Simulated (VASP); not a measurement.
CdTe, a slab with vacuum:

```
CELL_PARAMETERS angstrom
4.58866 0.00000 0.00000
-2.29433 3.97389 0.00000
0.00000 0.00000 23.42990
ATOMIC_POSITIONS crystal
Te 0.00000 0.00000 0.32010
Te 0.33333 0.66667 0.48001
Te 0.66667 0.33333 0.63992
Cd 0.33333 0.66667 0.36008
Cd 0.66667 0.33333 0.51999
Cd 0.00000 0.00000 0.67990
```

Base run:

| Item | Value |
| --- | --- |
| Program | VASP 6.6.1 |
| Functional | PBEsol |
| Potentials or basis | VASP PAW PBE potentials, release 64 (Te, Cd) |
| Cutoff | 520 eV |
| k mesh | 6 × 6 × 1 |
| Occupations | fermi-dirac, width 0.3 eV |
| Spin | no spin polarisation |

Its results: band gap on the k mesh 0.22 eV; largest force 0.586 eV/Å.

Problem. The run is repeated on the same cell with these changes: occupations from fermi-dirac, width 0.3 eV to gaussian, width 0.05 eV. What comes out?

Solution. Band gap on the k mesh zero (bands 27 and 28 overlap by 0.17 eV); largest force 0.841 eV/Å.

Caveats: the PAW data sets were made with another functional, which shifts forces and pressure a little; spin-orbit coupling is left out, which moves the levels of the heavy elements; so wide a smearing shifts energies and pressures (at least some runs); semilocal functionals underestimate gaps, and a narrow one can read as zero (at least some runs).

A k mesh can miss the band edges.
